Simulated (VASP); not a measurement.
Input of a VASP 6.6.1 run:

Contents of INCAR:

```
PREC = Accurate ; ENCUT = 520
EDIFF = 1E-6 ; ISMEAR = 0
SIGMA = 0.1 ; LREAL = False
LASPH = True ; NELM = 100
ALGO = Normal ; ISIF = 2
LWAVE = False ; LCHARG = False
GGA = PE ; NBANDS = 38
```

KPOINTS

```
regular mesh
0
Gamma
  4 2 4
```

Contents of POSCAR:

```
Si2As
1.0
    1.8984703572     -3.2896747057      0.0034209745
   -5.6140164271     -3.2432864164      0.0087531717
   -0.0049031805      2.2059545209    -11.6554150484
Si As
8 4
Direct
    0.4817216378      0.8262759687      0.9648873410
    0.9821342731      0.3264760909      0.9646802936
    0.0173738449      0.6732073440      0.0353777874
    0.5178612783      0.1732812410      0.0351100557
    0.3816564239      0.7916932609      0.7631385241
    0.8818216981      0.2917418334      0.7629381094
    0.1182720649      0.7084538824      0.2370572132
    0.6186539378      0.2084124971      0.2368551508
    0.6648109545      0.5581906222      0.3290326098
    0.1652847950      0.0583242655      0.3288565313
    0.8351162661      0.9419496237      0.6711711333
    0.3352928255      0.4419933703      0.6708952505
```

Potentials or basis: VASP PAW PBE potentials, release 64 (Si, As).

Launch:

```sh
$ cat potpaw_PBE.64/Si/POTCAR potpaw_PBE.64/As/POTCAR > POTCAR
$ mpirun -np 1 vasp_std > vasp.out
```

(1) Estimate the largest force.

(2) What does it give for the band gap on the k mesh?

(3) Estimate the pressure.

## Answers

(1) 0.041 eV/Å.

(2) 0.75 eV.

(3) 0.1 GPa.

Caveat: the k points lie up to 0.49 Å⁻¹ apart.
